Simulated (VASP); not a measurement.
# Rh (P6_3/mmc) in VASP: a series of runs, part 2 of 3

VASP 6.6.1.

**3. Single point, r2SCAN (biaxial strain in the a-b plane: +4.0 %, then relaxed in part)**

The input, POSCAR:

```
Rh
1.0
    2.8117889108      0.0000000000      0.0000000000
   -1.4058944554      2.4350806269      0.0000000000
    0.0000000000      0.0000000000      4.2107102890
Rh
2
Direct
    0.6666666667      0.3333333333      0.7500000000
    0.3333333333      0.6666666667      0.2500000000
```

The input, INCAR.step1:

```
PREC = Accurate ; ENCUT = 520
ISMEAR = 0 ; SIGMA = 0.1
LREAL = F ; LASPH = T
NELM = 60 ; NBANDS = 22
GGA = PE ; ALGO = Normal
EDIFF = 1E-4 ; LWAVE = T
LCHARG = F
```

The input, INCAR.step2:

```
PREC = Accurate ; ENCUT = 520
EDIFF = 1E-7 ; ISMEAR = 0
SIGMA = 0.1 ; LREAL = F
LASPH = T ; NELM = 60
ALGO = Normal ; ISIF = 2
LWAVE = F ; LCHARG = F
METAGGA = R2SCAN ; LMIXTAU = T
NBANDS = 22 ; ISTART = 1
```

The input, KPOINTS:

```
regular mesh
0
Gamma
  24 24 12
```

Potentials or basis: VASP PAW PBE potentials, release 64 (Rh_pv).

Launch:

```
> cat potpaw_PBE.64/Rh_pv/POTCAR > POTCAR
> cp INCAR.step1 INCAR
> mpirun -np 1 vasp_std > vasp.out
> cp INCAR.step2 INCAR
> mpirun -np 1 vasp_std > vasp.out
```

OUTCAR:

```text
PREC = Accurate
   ENCUT = 520
   EDIFF = 1E-7
   ISMEAR = 0
   LREAL = F
   LASPH = T
   NELM = 60
   ISIF = 2
   METAGGA = R2SCAN
   ISTART = 1

 ion  position               nearest neighbor table
   1  0.667  0.333  0.750-   2 2.66   2 2.66   2 2.66   2 2.66   2 2.66   2 2.66
   2  0.333  0.667  0.250-   1 2.66   1 2.66   1 2.66   1 2.66   1 2.66   1 2.66

  LATTYP: Found a hexagonal cell.
 ALAT       =     2.8117889108
 C/A-ratio  =     1.4975200567

  Lattice vectors:

 A1 = (   2.8117889108,   0.0000000000,   0.0000000000)
 A2 = (  -1.4058944554,   2.4350806269,   0.0000000000)
 A3 = (   0.0000000000,   0.0000000000,   4.2107102890)

Analysis of symmetry for initial positions (statically):
=====================================================================
 Subroutine PRICEL returns:
 Original cell was already a primitive cell.

 Routine SETGRP: Setting up the symmetry group for a
 hexagonal supercell.

 Subroutine GETGRP returns: Found 24 space group operations
 (whereof 12 operations were pure point group operations)
[... 161 lines left out ...]
  ext. energy  EPLUGINS =         0.00000000
  ---------------------------------------------------
  free energy    TOTEN  =       -48.08410994 eV

  energy without entropy =      -48.06557816  energy(sigma->0) =      -48.07484405

 E-fermi :  11.0105     XC(G=0): -14.8431

 val. band max:       11.0086999478   @ k =   0.2917   0.2917   0.4167
 cond. band min:      11.0109797806   @ k =   0.3750   0.1667   0.0000
 fundamental gap:      0.0022798328
 Fermi energy:        11.0105174218

 k-point     1 :       0.0000    0.0000    0.0000
  band No.  band energies     occupation
      1     -37.6073      2.00000
      2     -36.9310      2.00000
      3     -36.9310      2.00000
      4     -36.7941      2.00000
      5     -36.7822      2.00000
      6     -36.7822      2.00000
[... 589 lines left out ...]
     21      23.3265      0.00000
     22      26.0523      0.00000

 [... further k-points ...]

------------------------ aborting loop because EDIFF is reached ----------------------------------------

  FORCE on cell =-STRESS in cart. coord.  units (eV):
  Direction    XX          YY          ZZ          XY          YZ          ZX
  --------------------------------------------------------------------------------------
  -------------------------------------------------------------------------------------
  Total       -2.4507728     -2.4507728      0.2173470      0.0000000      0.0000000      0.0000000
  in kB     -136.1953293   -136.1953293     12.0784958      0.0000000      0.0000000      0.0000000
  external PRESSURE =     -86.7707210 kB  Pullay stress =       0.0000000 kB

 VOLUME and BASIS-vectors are now :
 -----------------------------------------------------------------------------
  energy-cutoff  :      520.00
  volume of cell :       28.83
      direct lattice vectors                 reciprocal lattice vectors
     2.811788911  0.000000000  0.000000000     0.355645474  0.205332010  0.000000000
    -1.405894455  2.435080627  0.000000000     0.000000000  0.410664020  0.000000000
     0.000000000  0.000000000  4.210710289     0.000000000  0.000000000  0.237489623

 POSITION                                       TOTAL-FORCE (eV/Angst)
 -----------------------------------------------------------------------------------
      1.40589      0.81169      3.15803         0.000000     -0.000000      0.000000
     -0.00000      1.62339      1.05268        -0.000000      0.000000      0.000000
 -----------------------------------------------------------------------------------
    total drift:                                0.000000     -0.000000      0.000000

  FREE ENERGIE OF THE ION-ELECTRON SYSTEM (eV)
  ---------------------------------------------------
  free  energy   TOTEN  =       -48.0841099385 eV

  energy  without entropy=      -48.0655781595  energy(sigma->0) =      -48.07484405
```

OSZICAR.step1:

```text
N       E                     dE             d eps       ncg     rms          rms(c)
DAV:   1     0.327458404093E+03    0.32746E+03   -0.19070E+04 18820   0.157E+03
DAV:   2    -0.818274695585E+01   -0.33564E+03   -0.32382E+03 19514   0.472E+02
DAV:   3    -0.152773014111E+02   -0.70946E+01   -0.70507E+01 21920   0.775E+01
DAV:   4    -0.153251749568E+02   -0.47874E-01   -0.47869E-01 21056   0.640E+00
DAV:   5    -0.153259284053E+02   -0.75345E-03   -0.75344E-03 22228   0.834E-01    0.130E+01
DAV:   6    -0.143995701357E+02    0.92636E+00   -0.22215E+00 20888   0.158E+01    0.450E+00
DAV:   7    -0.143731685893E+02    0.26402E-01   -0.38033E-02 21422   0.171E+00    0.215E+00
DAV:   8    -0.143676812543E+02    0.54873E-02   -0.68225E-03 19966   0.926E-01    0.278E-01
DAV:   9    -0.143674116763E+02    0.26958E-03   -0.24845E-04 17180   0.190E-01    0.381E-02
DAV:  10    -0.143674279879E+02   -0.16312E-04   -0.16859E-05 10684   0.413E-02
   1 F= -.14367428E+02 E0= -.14357757E+02  d E =-.193424E-01
```

Wall time 5.2 min (1 thread of Intel Xeon 6975P-C (Granite Rapids), shared host); peak memory 0.31 GiB.

What came out:

```yaml
Free_energy: -48.0841 eV
Pressure: -8.7 GPa
Band_gap_on_the_k_mesh: zero (bands 15 and 16 overlap by 2.00 eV)
```

Stress tensor (GPa, compression positive):
```
-13.62   0.00   0.00
  0.00 -13.62   0.00
  0.00   0.00   1.21
```

Levels at points of the mesh, in eV from the Fermi level:
```
           k point  band 11  band 12  band 13  band 14  band 15  band 16  band 17  band 18  band 19  band 20
(0.00, 0.00, 0.00)    -2.44    -2.38    -2.38    -2.34    -2.34     0.11     0.11     1.76     9.74    16.17
(0.50, 0.00, 0.00)    -2.29    -2.29    -1.84     0.01     0.45     0.82     2.81     4.84    10.83    11.64
(0.00, 0.00, 0.50)    -3.28    -3.28    -2.79    -2.79    -0.39    -0.39    -0.39    -0.39    15.69    15.69
(0.50, 0.00, 0.50)    -1.89    -1.89    -0.34    -0.34     0.30     0.30     2.70     2.70     9.17     9.17
```

Caveat: the cell differs from its parent crystal (biaxial strain in the a-b plane: +4.0 %, then relaxed in part); the cell stands under tension; the PAW data sets were made with another functional, which shifts forces and pressure a little.

**4. Relaxation of cell and atoms, r2SCAN**

This run uses another cell than the first one, of 14.30 Å³/atom.

The input, POSCAR:

```
Rh
1.0
    2.7309790422      0.0000000000      0.0000000000
   -1.3654895211      2.3650972278      0.0000000000
    0.0000000000      0.0000000000      4.4284890000
Rh
2
Direct
    0.6666666700      0.3333333300      0.7500000000
    0.3333333300      0.6666666700      0.2500000000
```

The input, INCAR.step1:

```
SYSTEM = Rh
PREC = Accurate
ENCUT = 600
ISMEAR = 0
SIGMA = 0.1
LREAL = .False.
LASPH = .True.
NELM = 60
GGA = PE
ALGO = Normal
EDIFF = 1E-4
LWAVE = .True.
LCHARG = .False.
```

The input, INCAR.step2:

```
SYSTEM = Rh
PREC = Accurate
ENCUT = 600
EDIFF = 1E-6
ISMEAR = 0
SIGMA = 0.1
LREAL = .False.
LASPH = .True.
NELM = 60
ALGO = Normal
ISIF = 3
LWAVE = .False.
LCHARG = .False.
METAGGA = R2SCAN
LMIXTAU = .True.
IBRION = 2
NSW = 100
EDIFFG = -0.05
ISTART = 1
```

The input, KPOINTS:

```
Automatic mesh
0
Gamma
  12 12 4
  0 0 0
```

Potentials or basis: VASP PAW PBE potentials, release 64 (Rh_pv).

Launch:

```
> cat potpaw_PBE.64/Rh_pv/POTCAR > POTCAR
> cp INCAR.step1 INCAR
> mpirun -np 1 vasp_std > vasp.out
> cp INCAR.step2 INCAR
> mpirun -np 1 vasp_std > vasp.out
```

OUTCAR:

```text
SYSTEM = Rh
   PREC = Accurate
   ENCUT = 600
   EDIFF = 1E-6
   ISMEAR = 0
   LREAL = .False.
   LASPH = .True.
   NELM = 60
   ISIF = 3
   METAGGA = R2SCAN
   IBRION = 2
   NSW = 100
   EDIFFG = -0.05
   ISTART = 1

 ion  position               nearest neighbor table
   1  0.667  0.333  0.750-   2 2.72   2 2.72   2 2.72   2 2.72   2 2.72   2 2.72
   2  0.333  0.667  0.250-   1 2.72   1 2.72   1 2.72   1 2.72   1 2.72   1 2.72

  LATTYP: Found a hexagonal cell.
 ALAT       =     2.7309790422
 C/A-ratio  =     1.6215756077

  Lattice vectors:

 A1 = (   2.7309790422,   0.0000000000,   0.0000000000)
 A2 = (  -1.3654895211,   2.3650972278,   0.0000000000)
 A3 = (   0.0000000000,   0.0000000000,   4.4284890000)

Analysis of symmetry for initial positions (statically):
=====================================================================
 Subroutine PRICEL returns:
 Original cell was already a primitive cell.

 Routine SETGRP: Setting up the symmetry group for a
 hexagonal supercell.

 Subroutine GETGRP returns: Found 24 space group operations
 (whereof 12 operations were pure point group operations)
 out of a pool of 24 trial point group operations.

The static configuration has the point symmetry D_3d.
 The point group associated with its full space group is D_6h.

Analysis of symmetry for dynamics (positions and initial velocities):
=====================================================================
 Subroutine PRICEL returns:
 Original cell was already a primitive cell.

 Routine SETGRP: Setting up the symmetry group for a
 hexagonal supercell.

 Subroutine GETGRP returns: Found 24 space group operations
 (whereof 12 operations were pure point group operations)
 out of a pool of 24 trial point group operations.

The dynamic configuration has the point symmetry D_3d.
 The point group associated with its full space group is D_6h.

 Subroutine INISYM returns: Found 24 space group operations
 (whereof 12 operations are pure point group operations),
 and found     1 'primitive' translations

----------------------------------------------------------------------------------------

                                     Primitive cell

  volume of cell :      28.6037

  direct lattice vectors                    reciprocal lattice vectors
     2.730979042  0.000000000  0.000000000     0.366169049  0.211407799  0.000000000
    -1.365489521  2.365097228  0.000000000     0.000000000  0.422815599  0.000000000
     0.000000000  0.000000000  4.428489000     0.000000000  0.000000000  0.225810655

  length of vectors
     2.730979042  2.730979042  4.428489000     0.422815599  0.422815599  0.225810655

  position of ions in fractional coordinates (direct lattice)
     0.666666670  0.333333330  0.750000000
     0.333333330  0.666666670  0.250000000

  ion indices of the primitive-cell ions
   primitive index   ion index
                 1           1
                 2           2

----------------------------------------------------------------------------------------

 KPOINTS: Automatic mesh
[... 30 lines left out ...]
  0.416667  0.000000  0.000000      6.000000
[... 16 lines left out ...]
  0.250000  0.000000  0.250000     12.000000
  0.333333  0.000000  0.250000     12.000000
 [... further k-points ...]
   k-points           NKPTS =     57   k-points in BZ     NKDIM =     57   number of bands    NBANDS=     19
   number of dos      NEDOS =    301   number of ions     NIONS =      2
   total plane-waves  NPLWV =  20736
   dimension x,y,z NGX =    24 NGY =   24 NGZ =   36
   dimension x,y,z NGXF=    48 NGYF=   48 NGZF=   72
   ions per type =               2
   NGX,Y,Z   is equivalent  to a cutoff of  14.61, 14.61, 13.51 a.u.
   NGXF,Y,Z  is equivalent  to a cutoff of  29.22, 29.22, 27.03 a.u.
 SYSTEM =  Rh
   PREC   = accura    normal or accurate (medium, high low for compatibility)
   ISTART =      1    job   : 0-new  1-cont  2-samecut
   ICHARG =      0    charge: 1-file 2-atom 10-const
   ISPIN  =      1    spin polarized calculation?
   LNONCOLLINEAR =      F non collinear calculations
   LSORBIT =      F    spin-orbit coupling
   LASPH  =      T    aspherical Exc in radial PAW
   ENCUT  =  600.0 eV  44.10 Ry    6.64 a.u.   5.45  5.45  8.84*2*pi/ulx,y,z
   NELM   =     60;   NELMIN=  2; NELMDL=  0     # of ELM steps
   EDIFF  = 0.1E-05   stopping-criterion for ELM
   LREAL  =      F    real-space projection
   EDIFFG = -.5E-01   stopping-criterion for IOM
   NSW    =    100    number of steps for IOM
   IBRION =      2    ionic relax: 0-MD 1-quasi-New 2-CG
   NFREE  =      1    steps in history (QN), initial steepest desc. (CG)
   ISIF   =      3    stress and relaxation
   ISYM   =      2    0-nonsym 1-usesym 2-fastsym
   POTIM  = 0.5000    time-step for ionic-motion
   TEBEG  =    0.0;   TEEND  =   0.0 temperature during run
   PSTRESS=    0.0 pullay stress
   NELECT =      30.0000    total number of electrons
   NUPDOWN=      -1.0000    fix difference up-down
   EMIN   =  10.00;   EMAX   =-10.00  energy-range for DOS
   EFERMI =   0.00;   METHOD = LEGACY
   ISMEAR =     0;   SIGMA  =   0.10  broadening in eV -4-tet -1-fermi 0-gaus
   EFERMI_NEDOS =   21; number of points for ismear=-14 and -15
   IALGO  =     38    algorithm
   IMIX   =      4    mixing-type and parameters
     AMIX     =   0.40;   BMIX     =  1.00
     AMIX_MAG =   1.60;   BMIX_MAG =  1.00
  volume/ion in A,a.u.               =      14.30        96.51
  Fermi-wavevector in a.u.,A,eV,Ry     =   1.663314  3.143208 37.642066  2.766614
  Thomas-Fermi vector in A             =   2.750053
   LORBIT       =      0    0 simple, 1 ext, 2 COOP (PROOUT), +10 PAW based schemes
   METAGGA = R2SCAN    functional components
   LHFCALC =     F    Hartree Fock is set to
   AEXX    =    0.0000 exact exchange contribution
   IVDW    =     0    specifies the selected vdW correction
   LEPSILON=     F    determine dielectric tensor
   LRPA    =     F    only Hartree local field effects (RPA)
 conjugate gradient relaxation of ions
 non-spin polarized calculation
 Gauss-broadening in eV      SIGMA  =   0.10
  energy-cutoff  :      600.00
  volume of cell :       28.60
 maximum number of plane-waves:       989
 NGX is ok and might be reduce to    24
   NGX = 11   NGY = 11   NGZ = 17

--------------------------------------- Ionic step        1  -------------------------------------------

 number of electron      29.9999999 magnetization

 Free energy of the ion-electron system (eV)
  ---------------------------------------------------
  ext. energy  EPLUGINS =         0.00000000
  ---------------------------------------------------
  free energy    TOTEN  =       -48.19674813 eV

  energy without entropy =      -48.18633443  energy(sigma->0) =      -48.19154128

------------------------ aborting loop because EDIFF is reached ----------------------------------------

  FORCE on cell =-STRESS in cart. coord.  units (eV):
  Direction    XX          YY          ZZ          XY          YZ          ZX
  --------------------------------------------------------------------------------------
  -------------------------------------------------------------------------------------
  Total       -1.5808163     -1.5808163     -1.7993379      0.0000000     -0.0000000      0.0000000
  in kB      -88.5460218    -88.5460218   -100.7860363      0.0000000     -0.0000000      0.0000000
  external PRESSURE =     -92.6260267 kB  Pullay stress =       0.0000000 kB
[... 95 lines left out ...]
--------------------------------------- Ionic step        4  -------------------------------------------

 number of electron      30.0000003 magnetization

 Free energy of the ion-electron system (eV)
  ---------------------------------------------------
  ext. energy  EPLUGINS =         0.00000000
  ---------------------------------------------------
  free energy    TOTEN  =       -48.22741797 eV

  energy without entropy =      -48.21769700  energy(sigma->0) =      -48.22255749

 E-fermi :  11.7454     XC(G=0): -15.1843

 val. band max:       11.7089492051   @ k =   0.2500   0.0833   0.5000
 cond. band min:      11.7574277941   @ k =   0.3333   0.0833   0.0000
 fundamental gap:      0.0484785890
 Fermi energy:        11.7454118083

 k-point     1 :       0.0000    0.0000    0.0000
  band No.  band energies     occupation
      1     -36.8967      2.00000
      2     -36.2114      2.00000
      3     -36.2114      2.00000
      4     -36.1023      2.00000
      5     -36.0983      2.00000
      6     -36.0983      2.00000
[... 505 lines left out ...]
      6     -36.1989      2.00000
[... 11 lines left out ...]
     18      16.4568      0.00000
     19      23.5322      0.00000

 [... further k-points ...]

------------------------ aborting loop because EDIFF is reached ----------------------------------------

  FORCE on cell =-STRESS in cart. coord.  units (eV):
  Direction    XX          YY          ZZ          XY          YZ          ZX
  --------------------------------------------------------------------------------------
  -------------------------------------------------------------------------------------
  Total        0.0330389      0.0330389     -0.0762770      0.0000000      0.0000000      0.0000000
  in kB        1.9184140      1.9184140     -4.4290536      0.0000000      0.0000000      0.0000000
  external PRESSURE =      -0.1974085 kB  Pullay stress =       0.0000000 kB
[... 17 lines left out ...]
  FREE ENERGIE OF THE ION-ELECTRON SYSTEM (eV)
  ---------------------------------------------------
  free  energy   TOTEN  =       -48.2274179740 eV

  energy  without entropy=      -48.2176970014  energy(sigma->0) =      -48.22255749

 reached required accuracy - stopping structural energy minimisation
```

OUTCAR.step1:

```text
SYSTEM = Rh
   PREC = Accurate
   ENCUT = 600
   ISMEAR = 0
   LREAL = .False.
   LASPH = .True.
[... 753 lines left out ...]
      1.36549      0.78837      3.32137         0.000000     -0.000000      0.000000
     -0.00000      1.57673      1.10712        -0.000000      0.000000      0.000000
 -----------------------------------------------------------------------------------
    total drift:                               -0.000005      0.000003     -0.000000

  FREE ENERGIE OF THE ION-ELECTRON SYSTEM (eV)
  ---------------------------------------------------
  free  energy   TOTEN  =       -14.4791564789 eV

  energy  without entropy=      -14.4682595866  energy(sigma->0) =      -14.47370803
```

Run time: 9.8 min. Hardware: 1 thread of Intel Xeon 8259CL, shared host; peak memory 0.19 GiB.

Results:

* Free energy: -48.2274 eV
* Relaxed volume: 13.80 Å³/atom
* Relaxed cell: a = 2.700 Å, b = 2.700 Å, c = 4.371 Å, α = 90.00°, β = 90.00°, γ = 120.00°
* Space group after relaxing (to 0.1 Å): P6_3/mmc (No. 194)
* Energy gained by relaxing: 15.3 meV/atom
* Ionic steps: 4
* Pressure after relaxing: 0.0 GPa
* Band gap on the k mesh: zero (bands 15 and 16 overlap by 2.46 eV)

Step by step:
| step | energy change (eV) | largest force (eV/Å) | pressure (GPa) | volume (Å³) |
| --- | --- | --- | --- | --- |
| 1 | 0.0000 | 0.0000 | -9.26 | 28.60 |
| 2 | 0.1663 | 0.0000 | 30.29 | 25.32 |
| 3 | -0.0306 | 0.0000 | -0.28 | 27.62 |
| 4 | -0.0307 | 0.0000 | -0.02 | 27.59 |

Final structure:
```
CELL_PARAMETERS angstrom
2.69985 0.00000 0.00000
-1.34992 2.33814 0.00000
0.00000 0.00000 4.37103
ATOMIC_POSITIONS crystal
Rh 0.66667 0.33333 0.75000
Rh 0.33333 0.66667 0.25000
```

Levels at points of the mesh, in eV from the Fermi level:
| k point | band 13 | band 14 | band 15 | band 16 | band 17 | band 18 |
| --- | --- | --- | --- | --- | --- | --- |
| (0.00, 0.00, 0.00) | -2.58 | -1.96 | -1.96 | 0.16 | 0.16 | 0.90 |
| (0.50, 0.00, 0.00) | -2.14 | 0.46 | 0.65 | 0.77 | 3.22 | 5.44 |
| (0.00, 0.00, 0.50) | -3.23 | -3.23 | -0.44 | -0.44 | -0.44 | -0.44 |
| (0.50, 0.00, 0.50) | -0.27 | -0.27 | 0.65 | 0.65 | 2.89 | 2.89 |

Caveat: the PAW data sets were made with another functional, which shifts forces and pressure a little.

(Part 2 of 3 ends here.)
